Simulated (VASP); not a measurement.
# NiO (C222_1) in VASP: relaxation of cell and atoms with PBE

Aim: the relaxation of cell and atoms of NiO with PBE.

All numbers are computed with VASP 6.6.1; they aren't measurements. Logs are shortened: lines on timing, memory, paths and dates and some standing lists are left out, and cuts for length are marked.

### 1 The cell of the first run

The structure is orthorhombic, space group C222_1 (No. 20). The conventional cell has a = 4.389 Å, b = 4.389 Å, c = 3.103 Å, α = 90.00°, β = 90.00°, γ = 90.00°. Within 2.5 Å of Ni (site symmetry 2) lie 4 O at 1.90 Å and 2 Ni at 1.90 Å. O (site symmetry 2) has 4 Ni at 1.90 Å and 2 O at 1.90 Å within 2.5 Å.

The cell was generated, and may not be a known phase.

### 2 Relaxation of cell and atoms, PBE, collinear spin, ferromagnetic start

File INCAR:

```
SYSTEM = NiO
PREC = Accurate
ENCUT = 700
EDIFF = 1E-7
ISMEAR = 0
SIGMA = 0.1
LREAL = .False.
LASPH = .True.
NELM = 200
ALGO = Normal
ISIF = 3
LWAVE = .False.
LCHARG = .False.
ISPIN = 2
MAGMOM = 2 2 0 0
LORBIT = 11
LMAXMIX = 4
GGA = PE
IBRION = 2
NSW = 90
EDIFFG = -0.04
GGA_COMPAT = .False.
NELMIN = 4
```

File KPOINTS:

```
Automatic mesh
0
Gamma
  6 6 6
  0 0 0
```

File POSCAR:

```
NiO
1.0
    2.1944783500     -2.1944783500      0.0000000000
    2.1944783500      2.1944783500      0.0000000000
    0.0000000000      0.0000000000      3.1034610500
Ni O
2 2
Direct
    0.3750000000      0.3750000000      0.5000000000
    0.6250000000      0.6250000000      0.0000000000
    0.1250000000      0.8750000000      0.7500000000
    0.8750000000      0.1250000000      0.2500000000
```

Potentials or basis: VASP PAW PBE potentials, release 64 (Ni_sv_GW, O).

Run with:

```
> cat potpaw_PBE.64/Ni_sv_GW/POTCAR potpaw_PBE.64/O/POTCAR > POTCAR
> mpirun -np 1 vasp_std > vasp.out
```

OUTCAR:

```text
SYSTEM = NiO
   PREC = Accurate
   ENCUT = 700
   EDIFF = 1E-7
   ISMEAR = 0
   LREAL = .False.
   LASPH = .True.
   NELM = 200
   ISIF = 3
   ISPIN = 2
   LORBIT = 11
   GGA = PE
   IBRION = 2
   NSW = 90
   EDIFFG = -0.04
   NELMIN = 4

 ion  position               nearest neighbor table
   1  0.375  0.375  0.500-   3 1.90   4 1.90   3 1.90   4 1.90   2 1.90   2 1.90
   2  0.625  0.625  0.000-   3 1.90   4 1.90   4 1.90   3 1.90   1 1.90   1 1.90
   3  0.125  0.875  0.750-   1 1.90   2 1.90   1 1.90   2 1.90   4 1.90   4 1.90
   4  0.875  0.125  0.250-   1 1.90   2 1.90   2 1.90   1 1.90   3 1.90   3 1.90

  LATTYP: Found a simple cubic cell.
 ALAT       =     3.1034610449

  Lattice vectors:

 A1 = (   2.1944783500,  -2.1944783500,   0.0000000000)
 A2 = (   2.1944783500,   2.1944783500,   0.0000000000)
 A3 = (   0.0000000000,   0.0000000000,   3.1034610500)

Analysis of symmetry for initial positions (statically):
=====================================================================
 Subroutine PRICEL returns:
 Original cell was already a primitive cell.

 Routine SETGRP: Setting up the symmetry group for a
 simple cubic supercell.

 Subroutine GETGRP returns: Found  4 space group operations
 (whereof  2 operations were pure point group operations)
 out of a pool of 48 trial point group operations.

The static configuration has the point symmetry C_2 .
 The point group associated with its full space group is D_2 .

Analysis of symmetry for dynamics (positions and initial velocities):
=====================================================================
 Subroutine PRICEL returns:
 Original cell was already a primitive cell.

 Routine SETGRP: Setting up the symmetry group for a
 simple cubic supercell.

 Subroutine GETGRP returns: Found  4 space group operations
 (whereof  2 operations were pure point group operations)
 out of a pool of 48 trial point group operations.

The dynamic configuration has the point symmetry C_2 .
 The point group associated with its full space group is D_2 .

Analysis of structural, dynamic, and magnetic symmetry:
=====================================================================
 Subroutine PRICEL returns:
 Original cell was already a primitive cell.

 Routine SETGRP: Setting up the symmetry group for a
 simple cubic supercell.

 Subroutine GETGRP returns: Found  4 space group operations
 (whereof  2 operations were pure point group operations)
 out of a pool of 48 trial point group operations.

The overall configuration has the point symmetry C_2 .
 The point group associated with its full space group is D_2 .

 Subroutine INISYM returns: Found  4 space group operations
 (whereof  2 operations are pure point group operations),
 and found     1 'primitive' translations

----------------------------------------------------------------------------------------

                                     Primitive cell

  volume of cell :      29.8909

  direct lattice vectors                    reciprocal lattice vectors
     2.194478350 -2.194478350  0.000000000     0.227844581 -0.227844581  0.000000000
     2.194478350  2.194478350  0.000000000     0.227844581  0.227844581  0.000000000
     0.000000000  0.000000000  3.103461050     0.000000000  0.000000000  0.322220896

  length of vectors
     3.103461045  3.103461045  3.103461050     0.322220896  0.322220896  0.322220896

  position of ions in fractional coordinates (direct lattice)
     0.375000000  0.375000000  0.500000000
     0.625000000  0.625000000  0.000000000
     0.125000000  0.875000000  0.750000000
     0.875000000  0.125000000  0.250000000

  ion indices of the primitive-cell ions
   primitive index   ion index
                 1           1
                 2           2
                 3           3
                 4           4

----------------------------------------------------------------------------------------

 KPOINTS: Automatic mesh

Automatic generation of k-mesh.
 Grid dimensions read from file:
 generate k-points for:    6    6    6

 Generating k-lattice:

  Cartesian coordinates                     Fractional coordinates (reciprocal lattice)
     0.037974097 -0.037974097  0.000000000     0.166666667  0.000000000  0.000000000
     0.037974097  0.037974097  0.000000000     0.000000000  0.166666667  0.000000000
     0.000000000  0.000000000  0.053703483     0.000000000  0.000000000  0.166666667

  Length of vectors
     0.053703483  0.053703483  0.053703483

  Shift w.r.t. Gamma in fractional coordinates (k-lattice)
     0.000000000  0.000000000  0.000000000

 Subroutine IBZKPT returns following result:
 ===========================================

 Found     52 irreducible k-points:

 Following reciprocal coordinates:
            Coordinates               Weight
  0.000000  0.000000  0.000000      1.000000
  0.166667  0.000000  0.000000      4.000000
  0.000000  0.000000  0.166667      2.000000
  0.333333  0.000000  0.000000      4.000000
  0.000000  0.000000  0.333333      2.000000
  0.500000  0.000000  0.000000      2.000000
[... 16 lines left out ...]
  0.333333  0.000000  0.500000      4.000000
  0.500000  0.500000  0.000000      1.000000
 [... further k-points ...]
   k-points           NKPTS =     52   k-points in BZ     NKDIM =     52   number of bands    NBANDS=     30
   number of dos      NEDOS =    301   number of ions     NIONS =      4
   total plane-waves  NPLWV =  21952
   dimension x,y,z NGX =    28 NGY =   28 NGZ =   28
   dimension x,y,z NGXF=    56 NGYF=   56 NGZF=   56
   ions per type =               2   2
   NGX,Y,Z   is equivalent  to a cutoff of  15.00, 15.00, 15.00 a.u.
   NGXF,Y,Z  is equivalent  to a cutoff of  30.00, 30.00, 30.00 a.u.
 SYSTEM =  NiO
   PREC   = accura    normal or accurate (medium, high low for compatibility)
   ISTART =      0    job   : 0-new  1-cont  2-samecut
   ICHARG =      2    charge: 1-file 2-atom 10-const
   ISPIN  =      2    spin polarized calculation?
   LNONCOLLINEAR =      F non collinear calculations
   LSORBIT =      F    spin-orbit coupling
   LASPH  =      T    aspherical Exc in radial PAW
   ENCUT  =  700.0 eV  51.45 Ry    7.17 a.u.   6.70  6.70  6.70*2*pi/ulx,y,z
   NELM   =    200;   NELMIN=  4; NELMDL= -5     # of ELM steps
   EDIFF  = 0.1E-06   stopping-criterion for ELM
   LREAL  =      F    real-space projection
   EDIFFG = -.4E-01   stopping-criterion for IOM
   NSW    =     90    number of steps for IOM
   IBRION =      2    ionic relax: 0-MD 1-quasi-New 2-CG
   NFREE  =      1    steps in history (QN), initial steepest desc. (CG)
   ISIF   =      3    stress and relaxation
   ISYM   =      2    0-nonsym 1-usesym 2-fastsym
   POTIM  = 0.5000    time-step for ionic-motion
   TEBEG  =    0.0;   TEEND  =   0.0 temperature during run
   PSTRESS=    0.0 pullay stress
   NELECT =      48.0000    total number of electrons
   NUPDOWN=      -1.0000    fix difference up-down
   EMIN   =  10.00;   EMAX   =-10.00  energy-range for DOS
   EFERMI =   0.00;   METHOD = LEGACY
   ISMEAR =     0;   SIGMA  =   0.10  broadening in eV -4-tet -1-fermi 0-gaus
   EFERMI_NEDOS =   21; number of points for ismear=-14 and -15
   IALGO  =     38    algorithm
   IMIX   =      4    mixing-type and parameters
     AMIX     =   0.40;   BMIX     =  1.00
     AMIX_MAG =   1.60;   BMIX_MAG =  1.00
  volume/ion in A,a.u.               =       7.47        50.43
  Fermi-wavevector in a.u.,A,eV,Ry     =   1.917089  3.622773 50.004544  3.675230
  Thomas-Fermi vector in A             =   2.952399
   LORBIT       =     11    0 simple, 1 ext, 2 COOP (PROOUT), +10 PAW based schemes
   GGA     = PE    functional components
   LHFCALC =     F    Hartree Fock is set to
   AEXX    =    0.0000 exact exchange contribution
   IVDW    =     0    specifies the selected vdW correction
   LEPSILON=     F    determine dielectric tensor
   LRPA    =     F    only Hartree local field effects (RPA)
 conjugate gradient relaxation of ions
 spin polarized calculation
 Gauss-broadening in eV      SIGMA  =   0.10
  energy-cutoff  :      700.00
  volume of cell :       29.89
 maximum number of plane-waves:      1328
   NGX = 13   NGY = 13   NGZ = 13

--------------------------------------- Ionic step        1  -------------------------------------------

 number of electron      47.9999985 magnetization       0.0003038

 Free energy of the ion-electron system (eV)
  ---------------------------------------------------
  ext. energy  EPLUGINS =         0.00000000
  ---------------------------------------------------
  free energy    TOTEN  =       -18.92481314 eV

  energy without entropy =      -18.90850138  energy(sigma->0) =      -18.91665726

------------------------ aborting loop because EDIFF is reached ----------------------------------------

  FORCE on cell =-STRESS in cart. coord.  units (eV):
  Direction    XX          YY          ZZ          XY          YZ          ZX
  --------------------------------------------------------------------------------------
  -------------------------------------------------------------------------------------
  Total       15.0326408     11.8692281     32.1211330      0.0000000      0.0000000      0.0000000
  in kB      805.7623429    636.2007313   1721.7200693      0.0000000      0.0000000      0.0000000
  external PRESSURE =    1054.5610478 kB  Pullay stress =       0.0000000 kB
[... 25 lines left out ...]
--------------------------------------- Ionic step        2  -------------------------------------------

 number of electron      48.0000112 magnetization       0.0000431

 number of electron      48.0000112 magnetization      -0.0000076

 E-fermi :   2.2486     XC(G=0): -10.4260

 val. band max:        2.2426636006   @ k =   0.5000   0.0000   0.0000
 cond. band min:       2.2537775910   @ k =   0.5000   0.5000   0.3333
 fundamental gap:      0.0111139904
 Fermi energy:         2.2486499720

 spin component 1

 k-point     1 :       0.0000    0.0000    0.0000
  band No.  band energies     occupation
      1    -100.5737      1.00000
      2    -100.5730      1.00000
      3     -61.0696      1.00000
      4     -61.0643      1.00000
      5     -61.0071      1.00000
      6     -61.0064      1.00000
[... 1650 lines left out ...]
  FREE ENERGIE OF THE ION-ELECTRON SYSTEM (eV)
  ---------------------------------------------------
  free  energy   TOTEN  =       -23.6438754669 eV

  energy  without entropy=      -23.6140830905  energy(sigma->0) =      -23.62897928

[... ionic steps 4 to 14 ...]

--------------------------------------- Ionic step       15  -------------------------------------------

 number of electron      47.9999890 magnetization       0.0000067

 number of electron      47.9999890 magnetization      -0.0001164

------------------------ aborting loop because EDIFF is reached ----------------------------------------

  FORCE on cell =-STRESS in cart. coord.  units (eV):
  Direction    XX          YY          ZZ          XY          YZ          ZX
  --------------------------------------------------------------------------------------
  -------------------------------------------------------------------------------------
  Total        0.1822991     -0.0201683      0.0329811      0.0000000      0.0000000      0.0000000
  in kB        7.1168269     -0.7873562      1.2875574      0.0000000      0.0000000      0.0000000
  external PRESSURE =       2.5390094 kB  Pullay stress =       0.0000000 kB
[... 63 lines left out ...]
--------------------------------------- Ionic step       17  -------------------------------------------

 number of electron      47.9999883 magnetization       0.0011480

 number of electron      47.9999883 magnetization      -0.0001398

 Free energy of the ion-electron system (eV)
  ---------------------------------------------------
  ext. energy  EPLUGINS =         0.00000000
  ---------------------------------------------------
  free energy    TOTEN  =       -24.69410637 eV

  energy without entropy =      -24.66145047  energy(sigma->0) =      -24.67777842

 E-fermi :   5.5914     XC(G=0): -12.1242

 val. band max:        5.5863953924   @ k =   0.5000   0.1667   0.0000
 cond. band min:       5.5916200136   @ k =   0.3333   0.3333   0.0000
 fundamental gap:      0.0052246212
 Fermi energy:         5.5913707971

 spin component 1

 k-point     1 :       0.0000    0.0000    0.0000
  band No.  band energies     occupation
      1     -97.9268      1.00000
      2     -97.9189      1.00000
      3     -58.4622      1.00000
      4     -58.4576      1.00000
      5     -58.3581      1.00000
      6     -58.3014      1.00000
[... 1610 lines left out ...]
  FREE ENERGIE OF THE ION-ELECTRON SYSTEM (eV)
  ---------------------------------------------------
  free  energy   TOTEN  =       -24.6941063736 eV

  energy  without entropy=      -24.6614504712  energy(sigma->0) =      -24.67777842

 reached required accuracy - stopping structural energy minimisation

 total charge

# of ion       s       p       d       f       tot
--------------------------------------------------
    1        2.187   6.307   7.805   0.011  16.310
    2        2.187   6.307   7.805   0.011  16.310
    3        1.570   3.395   0.000   0.000   4.965
    4        1.570   3.395   0.000   0.000   4.965
--------------------------------------------------
tot          7.515  19.404  15.609   0.023  42.550

 magnetization (x)

# of ion       s       p       d       f       tot
--------------------------------------------------
    1       -0.000  -0.000  -0.000  -0.000  -0.000
    2       -0.000  -0.000  -0.000  -0.000  -0.000
    3       -0.000  -0.000   0.000   0.000  -0.000
    4       -0.000  -0.000   0.000   0.000  -0.000
--------------------------------------------------
tot         -0.000  -0.000  -0.000  -0.000  -0.000
```

Run time: 20 min. Hardware: 1 thread of Intel Xeon 6975P-C (Granite Rapids), shared host; peak memory 0.28 GiB.

Results:

| Property | Result |
| --- | --- |
| Free energy | -24.6941 eV |
| Relaxed volume | 10.28 Å³/atom |
| Relaxed cell | a = 3.199 Å, b = 3.199 Å, c = 4.067 Å, α = 90.00°, β = 90.00°, γ = 98.90° |
| Space group after relaxing (to 0.1 Å) | C222_1 (No. 20) |
| Energy gained by relaxing | 1442.3 meV/atom |
| Ionic steps | 17 |
| Pressure after relaxing | 0.0 GPa |
| Largest force after relaxing | 0.030 eV/Å |
| Band gap on the k mesh | zero (filled and empty bands overlap) |
| Net moment | 0.00 μB per cell |
| Valence electrons inside the program's atomic spheres | Ni 16.31; O 4.96 |

Forces on the atoms (eV/Å):
```
Ni   0.030  0.000  0.000
Ni  -0.030  0.000  0.000
O    0.000  0.021  0.000
O    0.000 -0.021  0.000
```

Step by step:
```tsv
step	energy change (eV)	largest force (eV/Å)	pressure (GPa)	volume (Å³)
1	0.0000	6.9576	105.46	29.89
2	-3.4646	1.5004	-30.86	56.00
3	-4.7191	2.5501	-13.06	42.50
4	-4.7199	2.5778	-12.44	42.22
5	-5.4849	1.0228	3.57	39.32
6	-5.5334	0.3690	11.04	38.41
7	-5.7210	0.1463	0.61	40.97
8	-5.7330	0.1683	-2.92	41.97
9	-5.7333	0.1658	-2.51	41.84
10	-5.7560	0.0583	-0.44	41.42
11	-5.7600	0.0764	0.79	41.16
12	-5.7636	0.0953	-0.77	41.42
13	-5.7637	0.1036	-1.00	41.46
14	-5.7669	0.0992	-0.57	41.30
15	-5.7685	0.0866	0.25	41.04
16	-5.7685	0.0908	0.14	41.08
17	-5.7693	0.0298	0.00	41.12
```

Final structure:
```cif
data_structure
_symmetry_space_group_name_H-M 'P 1'
_symmetry_Int_Tables_number 1
_cell_length_a 3.1991
_cell_length_b 3.1991
_cell_length_c 4.0671
_cell_angle_alpha 90.000
_cell_angle_beta 90.000
_cell_angle_gamma 98.900
_cell_volume 41.12
loop_
_atom_site_label
_atom_site_type_symbol
_atom_site_fract_x
_atom_site_fract_y
_atom_site_fract_z
_atom_site_occupancy
Ni1 Ni 0.31258 0.31258 0.50000 1
Ni2 Ni 0.68742 0.68742 0.00000 1
O1 O 0.21401 0.78599 0.75000 1
O2 O 0.78599 0.21401 0.25000 1
```

Caveat: the volume moved by over 15 % at a fixed basis, so the end points are rough; the moments typed at the start vanished in this run; semilocal functionals often make such compounds metallic where correlation or magnetic order opens a gap, which also shifts bond lengths. With open d or f shells a metallic result of PBE can be an artefact of self-interaction; +U or a hybrid may open a gap.
